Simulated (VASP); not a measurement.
Here is a VASP 6.6.1 calculation.

Contents of INCAR:

```
SYSTEM = TaMo2Au2
  PREC = Accurate
  ENCUT = 520
  EDIFF = 1E-6
  ISMEAR = 0
  SIGMA = 0.1
  LREAL = .FALSE.
  LASPH = .TRUE.
  NELM = 100
  ALGO = Fast
  ISIF = 2
  LWAVE = .FALSE.
  LCHARG = .FALSE.
  GGA = PE
  NBANDS = 38
```

File KPOINTS:

```
regular mesh
0
G
  8 8 6
  0 0 0
```

POSCAR

```
TaMo2Au2
1.0
    2.6867660018     -4.4438886310      0.0000000000
    2.6867660018      4.4438886310      0.0000000000
    0.0000000000      0.0000000000      7.4811467582
Ta Mo Au
1 2 2
Direct
    0.0000000000      0.0000000000      0.5000000000
    0.0000000000      0.0000000000      0.1285423028
    0.0000000000      0.0000000000      0.8714576972
    0.0000000000      0.5000000000      0.5000000000
    0.5000000000      0.0000000000      0.5000000000
```

Potentials or basis: VASP PAW PBE potentials, release 64 (Ta_pv, Mo_sv, Au).

Run with:

```console
$ cat potpaw_PBE.64/Ta_pv/POTCAR potpaw_PBE.64/Mo_sv/POTCAR potpaw_PBE.64/Au/POTCAR > POTCAR
$ mpirun -np 1 vasp_std > vasp.out
```

(1) Predict the pressure.

(2) What does it give for the band gap on the k mesh?

Results:

(1) 0.5 GPa.

(2) zero (an odd number of electrons rules out a gap without spin polarisation).

Caveat: atoms lie so close that the PAW spheres overlap strongly, which falsifies energies and pressures; spin-orbit coupling is left out, which moves the levels of the heavy elements.
